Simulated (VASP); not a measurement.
Write the native input for VASP 6.6.1 that does the following.

- Task: relaxation of cell and atoms
- Functional: PBE
- Potentials or basis: VASP PAW PBE potentials, release 64 (Be, Sb)
- Cutoff: 600 eV
- k mesh: 4 × 4 × 6
- Occupations: gaussian, width 0.1 eV
- Spin: no spin polarisation
- Dipole correction: no
- Further INCAR settings: ALGO = Fast; EDIFF = 1e-06; IBRION = 2; EDIFFG = -0.04; NSW = 90; ISIF = 3

The structure of Be2Sb lies in POSCAR:

```
Be2Sb
1.0
    4.3880526693      0.0000000000      0.0000000000
    0.0000000000      5.3555844193      0.0000000000
    0.0000000000      0.0000000000      3.3433158348
Be Sb
4 2
Direct
    0.2004000000      0.3787000000      0.0000000000
    0.7996000000      0.6213000000      0.0000000000
    0.7004000000      0.1213000000      0.5000000000
    0.2996000000      0.8787000000      0.5000000000
    0.0000000000      0.0000000000      0.0000000000
    0.5000000000      0.5000000000      0.5000000000
```

One way to write it, as run:

INCAR

```
PREC = Accurate
ENCUT = 600
EDIFF = 1E-6
ISMEAR = 0
SIGMA = 0.1
LREAL = False
LASPH = True
NELM = 60
ALGO = Fast
ISIF = 3
LWAVE = False
LCHARG = False
GGA = PE
IBRION = 2
NSW = 90
EDIFFG = -0.04
```

KPOINTS

```
Automatic mesh
0
Gamma
  4 4 6
```

Potentials or basis: VASP PAW PBE potentials, release 64 (Be, Sb).

The run is started by

```console
$ cat potpaw_PBE.64/Be/POTCAR potpaw_PBE.64/Sb/POTCAR > POTCAR
$ mpirun -np 1 vasp_std > vasp.out
```

Results of the run:

| Property | Result |
| --- | --- |
| Relaxed volume | 16.61 Å³/atom |
| Relaxed cell | a = 4.601 Å, b = 4.526 Å, c = 4.786 Å, α = 90.00°, β = 90.00°, γ = 90.00° |
| Space group after relaxing (to 0.05 Å) | Immm (No. 71) |
| Energy gained by relaxing | 741.2 meV/atom |
| Ionic steps | 38 |
| Pressure after relaxing | -0.1 GPa |
| Largest force after relaxing | 0.030 eV/Å |
| Band gap on the k mesh | zero (band 9 reaches 10.70 eV, above the bottom of band 10 at 4.74 eV) |

Caveat: the volume moved by over 15 % at a fixed basis, so the end points are rough; spin-orbit coupling is left out, which moves the levels of the heavy elements.

Run time: 20 min on 1 thread of AMD EPYC 7R43 64-Core Processor (Zen 3) (shared host), peak memory 0.2 GiB.
